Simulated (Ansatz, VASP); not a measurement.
**As: VASP beside Ansatz**

INCAR

```
ALGO     = Normal         # electronic algorithm
EDIFF    = 1E-6           # SCF threshold, eV
ENCUT    = 520            # plane-wave cutoff, eV
GGA      = PS             # functional
ISIF     = 2              # what is computed and relaxed
ISMEAR   = 0              # smearing method
LASPH    = True           # aspherical terms in the spheres
LCHARG   = False          # write CHGCAR
LREAL    = False          # projectors in reciprocal space
LWAVE    = False          # write WAVECAR
NBANDS   = 8              # bands
NELM     = 100            # most SCF steps
PREC     = Accurate       # precision mode
SIGMA    = 0.15           # smearing width, eV
```

KPOINTS

```
k-points
0
Gamma
  18 18 18
```

File POSCAR:

```
As
1.0
    2.7036817444      0.0000000000      0.0135184087
    0.0000000000      2.7036817444      0.0000000000
    0.0135184087      0.0000000000      2.7036817444
As
1
Direct
    0.5000000000      0.5000000000      0.5000000000
```

Input for Ansatz:

```yaml
crystal:
  lattice:
    - [2.7036817444, 0.0, 0.0135184087]
    - [0.0, 2.7036817444, 0.0]
    - [0.0135184087, 0.0, 2.7036817444]
  atoms:
    - { symbol: As, position: [0.5, 0.5, 0.5] }
basis:
  ecutwfc: 420
kpoints:
  mp_grid: { grid: [18, 18, 18] }
hamiltonian:
  xc: pbesol
scf:
  occupations: { method: gaussian, width: 0.15 }
output:
  forces: true
  stress: true
  eigenvalues: true
```

Change from the starting cell: strain +0.0100 x Voigt [0, 0, 0, 0, 1, 0], atoms carried along.

Alike in both runs: task single point; functional PBEsol; k mesh 18 × 18 × 18; occupations gaussian, width 0.15 eV; no spin polarisation.

|  | VASP | Ansatz |
| --- | --- | --- |
| version | VASP 6.6.1 | Ansatz 0.2.0 |
| potentials or method | VASP PAW PBE potentials, release 64 (As), cutoff 520 eV | scalar-relativistic, plane waves, PAW |
| valence electrons in the cell | 5 | 15 |

|  | VASP | Ansatz | Ansatz less VASP |
| --- | --- | --- | --- |
| gap on the k mesh at the Fermi level (eV) | none | none | - |
| pressure (GPa) | -0.8 | -1.1 | -0.30 |
| traceless stress, the component that is largest in VASP (GPa) | -0.25 | -0.25 | -0.004 |

VASP's potentials were made for PBE, not for PBEsol. A gap of «none» marks a metal or a gap that the smearing closes. With one functional, cell and mesh, what is left measures potentials, basis and numerics. VASP's potentials hold 5 valence electrons a cell and Ansatz's 15, so a difference there can come from the potentials and not from the codes.
